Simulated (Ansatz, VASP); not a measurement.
# SnO2: VASP beside Ansatz

```
Sn O
1.0
     0.00000    3.38219    3.38219
     3.38219    0.00000    3.38219
     3.38219    3.38219    0.00000
Sn O
2 4
Cartesian
  3.3822 3.3822 3.3822
  5.0733 5.0733 5.0733
  0.8455 0.8455 0.8455
  0.8455 2.5366 2.5366
  2.5366 2.5366 0.8455
  2.5366 0.8455 2.5366
```

Alike in both runs: functional PBE; k mesh 10 × 10 × 10; occupations gaussian, width 0.1 eV; no spin polarisation.

Ansatz relaxed the structure, and its values are those at the end. VASP's run is a single point on that final structure, the one shown.

|  | VASP | Ansatz |
| --- | --- | --- |
| version | VASP 6.6.1 | Ansatz 0.2.0 |
| potentials or method | VASP PAW PBE potentials, release 64 (Sn_d, O), cutoff 520 eV | scalar-relativistic, plane waves, PAW |
| valence electrons in the cell | 52 | 52 |

VASP gave:

```
gap on the k mesh at the Fermi level (eV) : none
pressure (GPa)                            : -0.2
```

**Question.** Estimate Ansatz's values.

**Answer.** gap on the k mesh at the Fermi level (eV): none; pressure (GPa): 0.0.

A gap of «none» marks a metal or a gap that the smearing closes.
